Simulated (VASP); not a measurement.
# Sb in VASP: single point with PBE

Aim: the single point of Sb with PBE.

All numbers are computed with VASP 6.6.1; they aren't measurements. Logs are shortened: lines on timing, memory, paths and dates and some standing lists are left out, and cuts for length are marked.

## Step 1: The cell of the first run

The cell holds a sheet with vacuum, 2 atoms: a = 4.120 Å, b = 4.120 Å, c = 27.100 Å, α = 90.00°, β = 90.00°, γ = 120.00°.

## Step 2: Single point, PBE

INCAR reads:

```
SYSTEM = Sb
PREC     = Accurate       ! precision mode
ENCUT    = 400            ! plane-wave cutoff, eV
EDIFF    = 1E-6           ! SCF threshold, eV
ISMEAR   = 0              ! smearing method
SIGMA    = 0.03           ! smearing width, eV
LREAL    = .FALSE.        ! projectors in reciprocal space
LASPH    = .TRUE.         ! aspherical terms in the spheres
NELM     = 120            ! most SCF steps
ALGO     = Normal         ! electronic algorithm
ISIF     = 2              ! what is computed and relaxed
LWAVE    = .FALSE.        ! write WAVECAR
LCHARG   = .FALSE.        ! write CHGCAR
LDIPOL   = .TRUE.       
IDIPOL   = 3            
DIPOL    = 0.5 0.5 0.289
GGA      = PE             ! functional
NBANDS   = 12             ! bands
GGA_COMPAT= .FALSE.      
NELMDL   = -8
```

KPOINTS reads:

```
Automatic mesh
0
G
  12 12 1
  0 0 0
```

POSCAR reads:

```
Sb
1.0
    4.1204333459      0.0000000000      0.0000000000
   -2.0602166730      3.5683999522      0.0000000000
    0.0000000000      0.0000000000     27.1000000030
Sb
2
Direct
    0.3333333333      0.6666666667      0.2585945618
    0.6666666667      0.3333333333      0.3188962131
```

Potentials or basis: VASP PAW PBE potentials, release 64 (Sb).

On the command line:

```
$ cat potpaw_PBE.64/Sb/POTCAR > POTCAR
$ mpirun -np 1 vasp_std > vasp.out
```

OUTCAR:

```text
SYSTEM = Sb
   PREC = Accurate
   ENCUT = 400
   EDIFF = 1E-6
   ISMEAR = 0
   LREAL = .FALSE.
   LASPH = .TRUE.
   NELM = 120
   ISIF = 2
   GGA = PE
   NELMDL = -8

 ion  position               nearest neighbor table
   1  0.333  0.667  0.259-   2 2.89   2 2.89   2 2.89
   2  0.667  0.333  0.319-   1 2.89   1 2.89   1 2.89

  LATTYP: Found a hexagonal cell.
 ALAT       =     4.1204333459
 C/A-ratio  =     6.5769781302

  Lattice vectors:

 A1 = (   4.1204333459,   0.0000000000,   0.0000000000)
 A2 = (  -2.0602166730,   3.5683999522,   0.0000000000)
 A3 = (   0.0000000000,   0.0000000000,  27.1000000030)

Analysis of symmetry for initial positions (statically):
=====================================================================
 Subroutine PRICEL returns:
 Original cell was already a primitive cell.

 Routine SETGRP: Setting up the symmetry group for a
 hexagonal supercell.

 Subroutine GETGRP returns: Found 12 space group operations
 (whereof  6 operations were pure point group operations)
 out of a pool of 24 trial point group operations.

The static configuration has the point symmetry C_3v.
 The point group associated with its full space group is D_3d.

Analysis of symmetry for dynamics (positions and initial velocities):
=====================================================================
 Subroutine PRICEL returns:
 Original cell was already a primitive cell.

 Routine SETGRP: Setting up the symmetry group for a
 hexagonal supercell.

 Subroutine GETGRP returns: Found 12 space group operations
 (whereof  6 operations were pure point group operations)
 out of a pool of 24 trial point group operations.

The dynamic configuration has the point symmetry C_3v.
 The point group associated with its full space group is D_3d.

 Subroutine INISYM returns: Found 12 space group operations
 (whereof  6 operations are pure point group operations),
 and found     1 'primitive' translations

----------------------------------------------------------------------------------------

                                     Primitive cell

  volume of cell :     398.4609

  direct lattice vectors                    reciprocal lattice vectors
     4.120433346  0.000000000  0.000000000     0.242692920  0.140118823  0.000000000
    -2.060216673  3.568399952  0.000000000     0.000000000  0.280237645  0.000000000
     0.000000000  0.000000000 27.100000003     0.000000000  0.000000000  0.036900369

  length of vectors
     4.120433346  4.120433346 27.100000003     0.280237645  0.280237645  0.036900369

  position of ions in fractional coordinates (direct lattice)
     0.333333333  0.666666667  0.258594562
     0.666666667  0.333333333  0.318896213

  ion indices of the primitive-cell ions
   primitive index   ion index
                 1           1
                 2           2

----------------------------------------------------------------------------------------

 KPOINTS: Automatic mesh

Automatic generation of k-mesh.
 Grid dimensions read from file:
 generate k-points for:   12   12    1

 Generating k-lattice:

  Cartesian coordinates                     Fractional coordinates (reciprocal lattice)
     0.020224410  0.011676569  0.000000000     0.083333333  0.000000000  0.000000000
     0.000000000  0.023353137  0.000000000     0.000000000  0.083333333  0.000000000
     0.000000000  0.000000000  0.036900369     0.000000000  0.000000000  1.000000000

  Length of vectors
     0.023353137  0.023353137  0.036900369

  Shift w.r.t. Gamma in fractional coordinates (k-lattice)
     0.000000000  0.000000000  0.000000000

 Subroutine IBZKPT returns following result:
 ===========================================

 Found     19 irreducible k-points:

 Following reciprocal coordinates:
            Coordinates               Weight
  0.000000  0.000000  0.000000      1.000000
  0.083333  0.000000  0.000000      6.000000
  0.166667  0.000000  0.000000      6.000000
  0.250000 -0.000000  0.000000      6.000000
  0.333333  0.000000  0.000000      6.000000
  0.416667  0.000000  0.000000      6.000000
[... 11 lines left out ...]
  0.333333  0.250000  0.000000     12.000000
  0.333333  0.333333  0.000000      2.000000
   k-points           NKPTS =     19   k-points in BZ     NKDIM =     19   number of bands    NBANDS=     12
   number of dos      NEDOS =    301   number of ions     NIONS =      2
   total plane-waves  NPLWV = 141120
   dimension x,y,z NGX =    28 NGY =   28 NGZ =  180
   dimension x,y,z NGXF=    56 NGYF=   56 NGZF=  360
   ions per type =               2
   NGX,Y,Z   is equivalent  to a cutoff of  11.30, 11.30, 11.04 a.u.
   NGXF,Y,Z  is equivalent  to a cutoff of  22.59, 22.59, 22.08 a.u.
 SYSTEM =  Sb
   PREC   = accura    normal or accurate (medium, high low for compatibility)
   ISTART =      0    job   : 0-new  1-cont  2-samecut
   ICHARG =      2    charge: 1-file 2-atom 10-const
   ISPIN  =      1    spin polarized calculation?
   LNONCOLLINEAR =      F non collinear calculations
   LSORBIT =      F    spin-orbit coupling
   LASPH  =      T    aspherical Exc in radial PAW
   ENCUT  =  400.0 eV  29.40 Ry    5.42 a.u.   6.72  6.72 44.19*2*pi/ulx,y,z
   NELM   =    120;   NELMIN=  2; NELMDL= -8     # of ELM steps
   EDIFF  = 0.1E-05   stopping-criterion for ELM
   LREAL  =      F    real-space projection
   EDIFFG = 0.1E-04   stopping-criterion for IOM
   NSW    =      0    number of steps for IOM
   IBRION =     -1    ionic relax: 0-MD 1-quasi-New 2-CG
   NFREE  =      0    steps in history (QN), initial steepest desc. (CG)
   ISIF   =      2    stress and relaxation
   ISYM   =      2    0-nonsym 1-usesym 2-fastsym
   POTIM  = 0.5000    time-step for ionic-motion
   TEBEG  =    0.0;   TEEND  =   0.0 temperature during run
   PSTRESS=    0.0 pullay stress
   NELECT =      10.0000    total number of electrons
   NUPDOWN=      -1.0000    fix difference up-down
   EMIN   =  10.00;   EMAX   =-10.00  energy-range for DOS
   EFERMI =   0.00;   METHOD = LEGACY
   ISMEAR =     0;   SIGMA  =   0.03  broadening in eV -4-tet -1-fermi 0-gaus
   EFERMI_NEDOS =   21; number of points for ismear=-14 and -15
   IALGO  =     38    algorithm
   IMIX   =      4    mixing-type and parameters
     AMIX     =   0.40;   BMIX     =  1.00
     AMIX_MAG =   1.60;   BMIX_MAG =  1.00
  volume/ion in A,a.u.               =     199.23      1344.47
  Fermi-wavevector in a.u.,A,eV,Ry     =   0.479306  0.905757  3.125725  0.229734
  Thomas-Fermi vector in A             =   1.476252
   LORBIT       =      0    0 simple, 1 ext, 2 COOP (PROOUT), +10 PAW based schemes
   GGA     = PE    functional components
   LHFCALC =     F    Hartree Fock is set to
   AEXX    =    0.0000 exact exchange contribution
   IVDW    =     0    specifies the selected vdW correction
   LEPSILON=     F    determine dielectric tensor
   LRPA    =     F    only Hartree local field effects (RPA)
 non-spin polarized calculation
 Gauss-broadening in eV      SIGMA  =   0.03
  energy-cutoff  :      400.00
  volume of cell :      398.46
 maximum number of plane-waves:      7281
 NGX is ok and might be reduce to    28
   NGX = 13   NGY = 13   NGZ = 89

 dipolmoment           0.000000      0.000000      0.000001 electrons x Angstroem

 number of electron      10.0000001 magnetization

 dipolmoment           0.000000      0.000000     -0.000000 electrons x Angstroem

 Free energy of the ion-electron system (eV)
  ---------------------------------------------------
  ext. energy  EPLUGINS =         0.00000000
  ---------------------------------------------------
  free energy    TOTEN  =        -8.10617231 eV

  energy without entropy =       -8.10617231  energy(sigma->0) =       -8.10617231

 E-fermi :  -3.0088     XC(G=0):  -1.9861

 val. band max:       -3.1459909529   @ k =   0.0000   0.0000   0.0000
 cond. band min:      -1.8331949495   @ k =   0.3333   0.0000   0.0000
 fundamental gap:      1.3127960034
 Fermi energy:        -3.0088246556

 k-point     1 :       0.0000    0.0000    0.0000
  band No.  band energies     occupation
      1     -14.3988      2.00000
      2      -9.3889      2.00000
      3      -3.6837      2.00000
      4      -3.1460      2.00000
      5      -3.1460      2.00000
      6      -1.5855      0.00000
      7      -0.3381      0.00000
      8      -0.3381      0.00000
      9       1.1913      0.00000
     10       1.4515      0.00000
     11       1.8973      0.00000
     12       2.1935      0.00000

 k-point     2 :       0.0833    0.0000    0.0000
  band No.  band energies     occupation
      1     -14.3253      2.00000
      2      -9.3878      2.00000
      3      -3.8686      2.00000
      4      -3.6523      2.00000
      5      -3.3146      2.00000
      6      -1.0788      0.00000
      7      -0.4320      0.00000
      8      -0.1731      0.00000
      9       1.2885      0.00000
     10       1.5349      0.00000
     11       1.9786      0.00000
     12       2.2770      0.00000

 k-point     3 :       0.1667    0.0000    0.0000
  band No.  band energies     occupation
      1     -14.1071      2.00000
      2      -9.4195      2.00000
      3      -4.9265      2.00000
      4      -3.6896      2.00000
      5      -3.5918      2.00000
      6      -1.3498      0.00000
      7       0.1499      0.00000
      8       0.1502      0.00000
      9       1.5283      0.00000
     10       1.7755      0.00000
     11       2.2125      0.00000
     12       2.5163      0.00000
[... 211 lines left out ...]
 k-point    18 :       0.3333    0.2500    0.0000
  band No.  band energies     occupation
      1     -12.0967      2.00000
      2     -11.1297      2.00000
      3      -6.4708      2.00000
      4      -5.2461      2.00000
      5      -4.5474      2.00000
      6      -1.3881      0.00000
      7       0.1179      0.00000
      8       0.5730      0.00000
      9       3.1260      0.00000
     10       3.7097      0.00000
     11       3.9738      0.00000
     12       4.3119      0.00000

 k-point    19 :       0.3333    0.3333    0.0000
  band No.  band energies     occupation
      1     -11.6031      2.00000
      2     -11.6031      2.00000
      3      -6.6399      2.00000
      4      -4.8895      2.00000
      5      -4.8895      2.00000
      6      -1.5836      0.00000
      7       0.4860      0.00000
      8       0.4860      0.00000
      9       3.4950      0.00000
     10       4.1321      0.00000
     11       4.1321      0.00000
     12       4.6017      0.00000

------------------------ aborting loop because EDIFF is reached ----------------------------------------

 vacuum level on the upper side and lower side of the slab       (xc-potential included)        -0.008        -0.008

  FORCE on cell =-STRESS in cart. coord.  units (eV):
  Direction    XX          YY          ZZ          XY          YZ          ZX
  --------------------------------------------------------------------------------------
  -------------------------------------------------------------------------------------
  Total        0.0483931      0.0483931      0.1395032     -0.0000000      0.0000000      0.0000000
  in kB        0.1945844      0.1945844      0.5609303     -0.0000000      0.0000000      0.0000000
  external PRESSURE =       0.3166997 kB  Pullay stress =       0.0000000 kB

 VOLUME and BASIS-vectors are now :
 -----------------------------------------------------------------------------
  energy-cutoff  :      400.00
  volume of cell :      398.46
      direct lattice vectors                 reciprocal lattice vectors
     4.120433346  0.000000000  0.000000000     0.242692920  0.140118823  0.000000000
    -2.060216673  3.568399952  0.000000000     0.000000000  0.280237645  0.000000000
     0.000000000  0.000000000 27.100000003     0.000000000  0.000000000  0.036900369

 POSITION                                       TOTAL-FORCE (eV/Angst)
 -----------------------------------------------------------------------------------
     -0.00000      2.37893      7.00791         0.000000     -0.000000     -0.088596
      2.06022      1.18947      8.64209        -0.000000      0.000000      0.088596
 -----------------------------------------------------------------------------------
    total drift:                               -0.000000     -0.000000     -0.000003

  FREE ENERGIE OF THE ION-ELECTRON SYSTEM (eV)
  ---------------------------------------------------
  free  energy   TOTEN  =        -8.1061723126 eV

  energy  without entropy=       -8.1061723126  energy(sigma->0) =       -8.10617231

 vacuum level on the upper side and lower side of the slab         1.716         1.716
```

Run time: 93 s. Hardware: 1 thread of Intel Xeon Platinum 8259CL at 2.50GHz (Skylake/Cascade Lake), shared host; peak memory 0.35 GiB.

What came out:

```
Free energy            : -8.1062 eV
Largest force          : 0.089 eV/Å
Band gap on the k mesh : 1.31 eV, indirect (least direct gap 1.56 eV)
```

Forces on the atoms (eV/Å):
```
Sb   0.000  0.000 -0.089
Sb   0.000  0.000  0.089
```

Levels at points of the mesh, in eV from the valence-band top:
| k point | band 3 | band 4 | band 5 | band 6 | band 7 | band 8 |
| --- | --- | --- | --- | --- | --- | --- |
| (0.00, 0.00, 0.00) | -0.54 | 0.00 | 0.00 | 1.56 | 2.81 | 2.81 |
| (0.50, 0.00, 0.00) | -2.90 | -1.55 | -1.41 | 1.65 | 2.51 | 3.59 |

Caveat: spin-orbit coupling is left out, which moves the levels of the heavy elements.
